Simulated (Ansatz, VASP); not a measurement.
Cu3O2 in VASP and in Ansatz

```
CELL_PARAMETERS angstrom
3.22573 0.00000 0.00000
-1.61287 2.79356 0.00000
0.00000 0.00000 6.45408
ATOMIC_POSITIONS crystal
Cu 0.66667 0.33333 0.18193
Cu 0.66667 0.33333 0.81807
Cu 0.00000 0.00000 0.50000
O 0.00000 0.00000 0.00000
O 0.33333 0.66667 0.50000
```

Change from the starting cell: species swapped into the Co3Ge2 type (P-6m2, No. 187).

Alike in both runs: functional PBE; k mesh 12 × 12 × 6; occupations gaussian, width 0.1 eV; collinear spin.

Ansatz relaxed the structure, and its values are those at the end. VASP's run is a single point on that final structure, the one shown.

```csv
,VASP,Ansatz
version,VASP 6.6.1,Ansatz 0.2.0
potentials or method,"VASP PAW PBE potentials, release 64 (Cu, O), cutoff 520 eV","scalar-relativistic, plane waves, PAW"
valence electrons in the cell,45,69
```

|  | VASP | Ansatz | Ansatz less VASP |
| --- | --- | --- | --- |
| gap on the k mesh at the Fermi level (eV) | none | none | - |
| pressure (GPa) | 0.3 | 0.0 | -0.27 |
| rms of the force components (eV/Å) | 0.024 | 0.000 | -0.0240 |
| net moment per atom (μB) | 0.00 | 0.11 | +0.111 |
| size of the moment on the site where the two differ most (μB) | 0.00 | 0.19 | +0.188 |

The net moments are unlike, so the other rows may belong to different states. Site moments also hang on the region over which each program counts them. A gap of «none» marks a metal or a gap that the smearing closes. VASP's potentials hold 45 valence electrons a cell and Ansatz's 69, so a difference there can come from the potentials and not from the codes.
